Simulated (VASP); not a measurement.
# Ti in VASP: single point with PBEsol+D3(BJ)

Aim: the single point of Ti with PBEsol+D3(BJ).

All numbers are computed with VASP 6.6.1; they aren't measurements. Logs are shortened: lines on timing, memory, paths and dates and some standing lists are left out, and cuts for length are marked.

### Step 1. The cell of the first run

The cell holds a slab with vacuum, 12 atoms: a = 4.917 Å, b = 4.917 Å, c = 23.680 Å, α = 90.00°, β = 90.00°, γ = 120.00°.

### Step 2. Single point, PBEsol+D3(BJ)

INCAR

```
SYSTEM = Ti
PREC     = Accurate       ! precision mode
ENCUT    = 400            ! plane-wave cutoff, eV
EDIFF    = 1E-6           ! SCF threshold, eV
ISMEAR   = 1              ! smearing method
SIGMA    = 0.1            ! smearing width, eV
LREAL    = .FALSE.        ! projectors in reciprocal space
LASPH    = .TRUE.         ! aspherical terms in the spheres
NELM     = 120            ! most SCF steps
ALGO     = Normal         ! electronic algorithm
ISIF     = 2              ! what is computed and relaxed
LWAVE    = .FALSE.        ! write WAVECAR
LCHARG   = .FALSE.        ! write CHGCAR
LDIPOL   = .TRUE.       
IDIPOL   = 3            
DIPOL    = 0.5 0.5 0.437
GGA      = PS             ! functional
IVDW     = 12             ! dispersion correction
NBANDS   = 84             ! bands
GGA_COMPAT= .FALSE.      
NELMDL   = -8
```

KPOINTS

```
regular mesh
0
G
  9 9 1
  0 0 0
```

POSCAR

```
Ti
1.0
    4.9167405030      0.0000000000      0.0000000000
   -2.4583702515      4.2580221794      0.0000000000
    0.0000000000      0.0000000000     23.6795328975
Ti
12
Direct
    0.6666666667      0.6666666667      0.2956139393
    0.3333333333      1.0000000000      0.2956139393
    1.0000000000      0.3333333333      0.2956139393
    0.3333333333      0.3333333333      0.3873738171
    0.0000000000      0.6666666667      0.3873738171
    0.6666666667      0.0000000000      0.3857265448
    0.6666666667      0.6802453375      0.4842927521
    0.3469120042      1.0000000000      0.4842927521
    0.9864213291      0.3197546625      0.4842927521
    0.3333333333      0.3333333333      0.5816868381
    0.0000000000      0.6666666667      0.5816868381
    0.6666666667      0.0000000000      0.5859824402
```

Potentials or basis: VASP PAW PBE potentials, release 64 (Ti_sv).

On the command line:

```
$ cat potpaw_PBE.64/Ti_sv/POTCAR > POTCAR
$ mpirun -np 1 vasp_std > vasp.out
```

OUTCAR:

```text
SYSTEM = Ti
   PREC = Accurate
   ENCUT = 400
   EDIFF = 1E-6
   ISMEAR = 1
   LREAL = .FALSE.
   LASPH = .TRUE.
   NELM = 120
   ISIF = 2
   GGA = PS
   IVDW = 12
   NELMDL = -8
 IVDW          = 12

 ion  position               nearest neighbor table
   1  0.667  0.667  0.296-   6 2.69   5 2.72   4 2.72   3 2.84   2 2.84   2 2.84   2 2.84   3 2.84
                             3 2.84
   2  0.333  0.000  0.296-   6 2.69   5 2.72   4 2.72   3 2.84   1 2.84   3 2.84   1 2.84   3 2.84
                             1 2.84
   3  0.000  0.333  0.296-   6 2.69   4 2.72   5 2.72   1 2.84   2 2.84   2 2.84   2 2.84   1 2.84
                             1 2.84
   4  0.333  0.333  0.387-   2 2.72   3 2.72   1 2.72   5 2.84   5 2.84   5 2.84   6 2.84   6 2.84
                             6 2.84   8 2.84   7 2.84   9 2.84
   5  0.000  0.667  0.387-   2 2.72   1 2.72   3 2.72   4 2.84   4 2.84   4 2.84   6 2.84   6 2.84
                             6 2.84   7 2.84   9 2.84   8 2.84
   6  0.667  0.000  0.386-   1 2.69   3 2.69   2 2.69   9 2.81   7 2.81   8 2.81   5 2.84   4 2.84
                             5 2.84   4 2.84   4 2.84   5 2.84
   7  0.667  0.680  0.484-   9 2.72   8 2.72   6 2.81   5 2.84   4 2.84  11 2.85  10 2.85  12 2.88
                             9 2.90   8 2.90   8 2.90   9 2.90
   8  0.347  0.000  0.484-   9 2.72   7 2.72   6 2.81   4 2.84   5 2.84  10 2.85  11 2.85  12 2.88
                             7 2.90   7 2.90   9 2.90   9 2.90
   9  0.986  0.320  0.484-   8 2.72   7 2.72   6 2.81   5 2.84   4 2.84  11 2.85  10 2.85  12 2.88
                             7 2.90   8 2.90   7 2.90   8 2.90
  10  0.333  0.333  0.582-  11 2.84  11 2.84  11 2.84  12 2.84  12 2.84  12 2.84   8 2.85   7 2.85
                             9 2.85
  11  0.000  0.667  0.582-  10 2.84  10 2.84  10 2.84  12 2.84  12 2.84  12 2.84   7 2.85   9 2.85
                             8 2.85
  12  0.667  0.000  0.586-  10 2.84  11 2.84  11 2.84  10 2.84  10 2.84  11 2.84   9 2.88   7 2.88
                             8 2.88

  LATTYP: Found a hexagonal cell.
 ALAT       =     4.9167405030
 C/A-ratio  =     4.8161038564

  Lattice vectors:

 A1 = (   4.9167405030,   0.0000000000,   0.0000000000)
 A2 = (  -2.4583702515,   4.2580221794,   0.0000000000)
 A3 = (   0.0000000000,   0.0000000000,  23.6795328975)

Analysis of symmetry for initial positions (statically):
=====================================================================
 Subroutine PRICEL returns:
 Original cell was already a primitive cell.

 Routine SETGRP: Setting up the symmetry group for a
 hexagonal supercell.

 Subroutine GETGRP returns: Found  6 space group operations
 (whereof  2 operations were pure point group operations)
 out of a pool of 24 trial point group operations.

The static configuration has the point symmetry C_1h.
 The point group associated with its full space group is C_3v.

Analysis of symmetry for dynamics (positions and initial velocities):
=====================================================================
 Subroutine PRICEL returns:
 Original cell was already a primitive cell.

 Routine SETGRP: Setting up the symmetry group for a
 hexagonal supercell.

 Subroutine GETGRP returns: Found  6 space group operations
 (whereof  2 operations were pure point group operations)
 out of a pool of 24 trial point group operations.

The dynamic configuration has the point symmetry C_1h.
 The point group associated with its full space group is C_3v.

 Subroutine INISYM returns: Found  6 space group operations
 (whereof  2 operations are pure point group operations),
 and found     1 'primitive' translations

----------------------------------------------------------------------------------------

                                     Primitive cell

  volume of cell :     495.7450

  direct lattice vectors                    reciprocal lattice vectors
     4.916740503  0.000000000  0.000000000     0.203386776  0.117425410  0.000000000
    -2.458370251  4.258022179  0.000000000     0.000000000  0.234850820  0.000000000
     0.000000000  0.000000000 23.679532897     0.000000000  0.000000000  0.042230563

  length of vectors
     4.916740503  4.916740503 23.679532897     0.234850820  0.234850820  0.042230563

  position of ions in fractional coordinates (direct lattice)
     0.666666667  0.666666667  0.295613939
     0.333333333  0.000000000  0.295613939
     0.000000000  0.333333333  0.295613939
     0.333333333  0.333333333  0.387373817
     0.000000000  0.666666667  0.387373817
     0.666666667  0.000000000  0.385726545
     0.666666667  0.680245337  0.484292752
[... 50 lines left out ...]
  0.111111 -0.000000  0.000000      6.000000
  0.222222 -0.000000  0.000000      6.000000
  0.333333 -0.000000  0.000000      6.000000
  0.444444 -0.000000  0.000000      6.000000
  0.111111  0.111111  0.000000      6.000000
  0.222222  0.111111  0.000000     12.000000
  0.333333  0.111111  0.000000     12.000000
  0.444444  0.111111  0.000000      6.000000
  0.222222  0.222222  0.000000      6.000000
  0.333333  0.222222  0.000000     12.000000
  0.333333  0.333333  0.000000      2.000000
   k-points           NKPTS =     12   k-points in BZ     NKDIM =     12   number of bands    NBANDS=     84
   number of dos      NEDOS =    301   number of ions     NIONS =     12
   total plane-waves  NPLWV = 163840
   dimension x,y,z NGX =    32 NGY =   32 NGZ =  160
   dimension x,y,z NGXF=    64 NGYF=   64 NGZF=  320
   ions per type =              12
   NGX,Y,Z   is equivalent  to a cutoff of  10.82, 10.82, 11.23 a.u.
   NGXF,Y,Z  is equivalent  to a cutoff of  21.64, 21.64, 22.47 a.u.
 SYSTEM =  Ti
   PREC   = accura    normal or accurate (medium, high low for compatibility)
   ISTART =      0    job   : 0-new  1-cont  2-samecut
   ICHARG =      2    charge: 1-file 2-atom 10-const
   ISPIN  =      1    spin polarized calculation?
   LNONCOLLINEAR =      F non collinear calculations
   LSORBIT =      F    spin-orbit coupling
   LASPH  =      T    aspherical Exc in radial PAW
   ENCUT  =  400.0 eV  29.40 Ry    5.42 a.u.   8.02  8.02 38.62*2*pi/ulx,y,z
   NELM   =    120;   NELMIN=  2; NELMDL= -8     # of ELM steps
   EDIFF  = 0.1E-05   stopping-criterion for ELM
   LREAL  =      F    real-space projection
   EDIFFG = 0.1E-04   stopping-criterion for IOM
   NSW    =      0    number of steps for IOM
   IBRION =     -1    ionic relax: 0-MD 1-quasi-New 2-CG
   NFREE  =      0    steps in history (QN), initial steepest desc. (CG)
   ISIF   =      2    stress and relaxation
   ISYM   =      2    0-nonsym 1-usesym 2-fastsym
   POTIM  = 0.5000    time-step for ionic-motion
   TEBEG  =    0.0;   TEEND  =   0.0 temperature during run
   PSTRESS=    0.0 pullay stress
   NELECT =     144.0000    total number of electrons
   NUPDOWN=      -1.0000    fix difference up-down
   EMIN   =  10.00;   EMAX   =-10.00  energy-range for DOS
   EFERMI =   0.00;   METHOD = LEGACY
   ISMEAR =     1;   SIGMA  =   0.10  broadening in eV -4-tet -1-fermi 0-gaus
   EFERMI_NEDOS =   21; number of points for ismear=-14 and -15
   IALGO  =     38    algorithm
   IMIX   =      4    mixing-type and parameters
     AMIX     =   0.40;   BMIX     =  1.00
     AMIX_MAG =   1.60;   BMIX_MAG =  1.00
  volume/ion in A,a.u.               =      41.31       278.79
  Fermi-wavevector in a.u.,A,eV,Ry     =   1.084200  2.048842 15.993518  1.175490
  Thomas-Fermi vector in A             =   2.220285
   LORBIT       =      0    0 simple, 1 ext, 2 COOP (PROOUT), +10 PAW based schemes
   GGA     = PS    functional components
   LHFCALC =     F    Hartree Fock is set to
   AEXX    =    0.0000 exact exchange contribution
   IVDW    =    12    specifies the selected vdW correction
   LEPSILON=     F    determine dielectric tensor
   LRPA    =     F    only Hartree local field effects (RPA)
 non-spin polarized calculation
 Methfessel and Paxton  Order N= 1 SIGMA  =   0.10
  energy-cutoff  :      400.00
  volume of cell :      495.74
 maximum number of plane-waves:      9030
   NGX = 17   NGY = 17   NGZ = 77

 dipolmoment           0.000000      0.000000     -0.083779 electrons x Angstroem

 number of electron     144.0000006 magnetization

 dipolmoment           0.000000      0.000000      0.005281 electrons x Angstroem

 Free energy of the ion-electron system (eV)
  ---------------------------------------------------
  ext. energy  EPLUGINS =         0.00000000
  ---------------------------------------------------
  free energy    TOTEN  =       -93.85549068 eV

  energy without entropy =      -93.84697799  energy(sigma->0) =      -93.85265312

 E-fermi :   0.8174     XC(G=0):  -5.5559

 val. band max:        0.8140673117   @ k =   0.2222   0.2222   0.0000
 cond. band min:       0.8184478022   @ k =   0.3333   0.3333   0.0000
 fundamental gap:      0.0043804904
 Fermi energy:         0.8173578441

 k-point     1 :       0.0000    0.0000    0.0000
  band No.  band energies     occupation
      1     -55.8018      2.00000
      2     -55.7241      2.00000
      3     -55.6815      2.00000
      4     -55.6602      2.00000
      5     -55.5819      2.00000
      6     -55.5819      2.00000
[... 1033 lines left out ...]
     83       1.7626     -0.00000
     84       1.7627     -0.00000

------------------------ aborting loop because EDIFF is reached ----------------------------------------

 vacuum level on the upper side and lower side of the slab       (xc-potential included)        -0.167        -0.197

 Edisp (eV)   -5.48835

 E8    (eV) :    -3.9281

  FORCE on cell =-STRESS in cart. coord.  units (eV):
  Direction    XX          YY          ZZ          XY          YZ          ZX
  --------------------------------------------------------------------------------------
  -------------------------------------------------------------------------------------
  Total      -3.83254    -3.83254    -4.70151     0.00000    -0.00000    -0.00000
  in kB     -12.38623   -12.38623   -15.19462     0.00000    -0.00000    -0.00000
  external pressure =      -13.32 kB  Pullay stress =        0.00 kB

 VOLUME and BASIS-vectors are now :
 -----------------------------------------------------------------------------
  energy-cutoff  :      400.00
  volume of cell :      495.74
      direct lattice vectors                 reciprocal lattice vectors
     4.916740503  0.000000000  0.000000000     0.203386776  0.117425410  0.000000000
    -2.458370251  4.258022179  0.000000000     0.000000000  0.234850820  0.000000000
     0.000000000  0.000000000 23.679532897     0.000000000  0.000000000  0.042230563

 POSITION                                       TOTAL-FORCE (eV/Angst)
 -----------------------------------------------------------------------------------
      1.63891      2.83868      7.00000         0.039768     -0.068881     -0.013822
      1.63891      0.00000      7.00000        -0.079537      0.000000     -0.013822
     -0.81946      1.41934      7.00000         0.039768      0.068881     -0.013822
      0.81946      1.41934      9.17283        -0.000000      0.000000     -0.144048
     -1.63891      2.83868      9.17283        -0.000000      0.000000     -0.144048
      3.27783      0.00000      9.13382        -0.000000      0.000000     -0.036957
      1.60553      2.89650     11.46783         0.054406     -0.094234      0.751346
      1.70568      0.00000     11.46783        -0.108812      0.000000      0.751346
      4.06390      1.36152     11.46783         0.054406      0.094234      0.751346
      0.81946      1.41934     13.77407        -0.000000      0.000000     -0.735837
     -1.63891      2.83868     13.77407        -0.000000      0.000000     -0.735837
      3.27783      0.00000     13.87579        -0.000000      0.000000     -0.415847
 -----------------------------------------------------------------------------------
    total drift:                                0.000056     -0.000003      0.001344

  FREE ENERGIE OF THE ION-ELECTRON SYSTEM (eV)
  ---------------------------------------------------
  free  energy   TOTEN  =       -99.3438360966 eV

  energy  without entropy=      -99.3353233992  energy(sigma->0) =      -99.34099853

 vacuum level on the upper side and lower side of the slab         5.328         5.299
```

It took 29 min on 1 thread of Oxide Virtual Turin-like, shared host; peak memory 0.5 GiB.

What came out:

* Free energy: -99.3438 eV
* Largest force: 0.759 eV/Å
* Band gap on the k mesh: zero (bands 72 and 73 overlap by 0.27 eV)
* Dispersion energy per atom: -0.457 eV

Forces on the atoms (eV/Å):
```
Ti   0.040 -0.069 -0.014
Ti  -0.080  0.000 -0.014
Ti   0.040  0.069 -0.014
Ti   0.000  0.000 -0.144
Ti   0.000  0.000 -0.144
Ti   0.000  0.000 -0.037
Ti   0.054 -0.094  0.751
Ti  -0.109  0.000  0.751
Ti   0.054  0.094  0.751
Ti   0.000  0.000 -0.736
Ti   0.000  0.000 -0.736
Ti   0.000  0.000 -0.416
```

Caveat: the PAW data sets were made with another functional, which shifts forces and pressure a little.
